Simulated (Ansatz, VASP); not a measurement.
## LiF: VASP beside Ansatz

File POSCAR:

```
LiF
1.0
    0.0000000000      2.1141650707      2.1141650707
    2.1141650707      0.0000000000      2.1141650707
    2.1141650707      2.1141650707      0.0000000000
Li F
1 1
Direct
    0.0000000000      0.0000000000      0.0000000000
    0.5000000000      0.5000000000      0.5000000000
```

The input INCAR.step1:

```
ALGO = Normal
EDIFF = 1E-4
ENCUT = 520
GGA = PE
ISMEAR = 0
LASPH = T
LCHARG = F
LREAL = F
LWAVE = T
NBANDS = 12
NELM = 60
PREC = Accurate
SIGMA = 0.01
```

INCAR.step2

```
ALGO = Normal
EDIFF = 1E-6
ENCUT = 520
ISIF = 2
ISMEAR = 0
ISTART = 1
LASPH = T
LCHARG = T
LELF = T
LMIXTAU = T
LREAL = F
LVHAR = T
LWAVE = F
METAGGA = R2SCAN
NBANDS = 12
NELM = 60
PREC = Accurate
SIGMA = 0.01
```

Contents of KPOINTS:

```
k-points
0
Gamma
  10 10 10
```

Input for Ansatz:

```yaml
crystal:
  lattice:
    - [0.0, 2.1141650707, 2.1141650707]
    - [2.1141650707, 0.0, 2.1141650707]
    - [2.1141650707, 2.1141650707, 0.0]
  atoms:
    - { symbol: Li, position: [0.0, 0.0, 0.0] }
    - { symbol: F, position: [0.5, 0.5, 0.5] }
kpoints:
  mp_grid: { grid: [10, 10, 10] }
  band_path:
    path:
      - [0.0, 0.0, 0.0]
      - [0.5, 0.0, 0.5]
      - [0.625, 0.25, 0.625]
      - [0.375, 0.375, 0.75]
      - [0.5, 0.5, 0.5]
      - [0.5, 0.25, 0.75]
      - [-0.0625, 0.0, 0.0625]
    npoints: 1
hamiltonian:
  xc: r2scan
scf:
  occupations: { method: fixed }
  n_extra_bands: 4
output:
  forces: true
  stress: true
  eigenvalues: true
```

Change from the starting cell: hydrostatic strain +6.0%.

Alike in both runs: task single point; functional r2SCAN; k mesh 10 × 10 × 10; no spin polarisation.

|  | VASP | Ansatz |
| --- | --- | --- |
| version | VASP 6.6.1 | Ansatz 0.2.0 |
| potentials or method | VASP PAW PBE potentials, release 64 (Li_sv, F) | plane waves, PAW |
| plane-wave cutoff (eV) | 520 | 500 |
| occupations | gaussian, width 0.01 eV | fixed |
| valence electrons in the cell | 10 | 10 |

```csv
,VASP,Ansatz,Ansatz less VASP
gap on the k mesh at the Fermi level (eV),8.96,8.83,-0.132
```

VASP's potentials were made for PBE, not for r2SCAN.

Noted on VASP's run: the cutoff is short for stress, so the pressure is rough.
